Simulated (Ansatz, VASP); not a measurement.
## Two plane-wave programs on V

```
V
1.0
    -1.47571    1.47571    1.47571
     1.47571   -1.47571    1.47571
     1.47571    1.47571   -1.47571
V
1
Direct
  0.00000 0.00000 0.00000
```

Alike in both runs: functional PBEsol; k mesh 8 × 8 × 8; occupations gaussian, width 0.1 eV; no spin polarisation.

Ansatz relaxed the structure, and its values are those at the end. VASP's run is a single point on that final structure, the one shown.

|  | VASP | Ansatz |
| --- | --- | --- |
| version | VASP 6.6.1 | Ansatz 0.2.0 |
| potentials or method | VASP PAW PBE potentials, release 64 (V_sv), cutoff 520 eV | scalar-relativistic, plane waves, PAW |
| valence electrons in the cell | 13 | 13 |

```tsv
	VASP	Ansatz	Ansatz less VASP
gap on the k mesh at the Fermi level (eV)	none	none	-
pressure (GPa)	0.3	0.0	-0.27
```

VASP's potentials were made for PBE, not for PBEsol. A gap of «none» marks a metal or a gap that the smearing closes.

The k mesh is coarse, so the values compare programs but aren't converged.
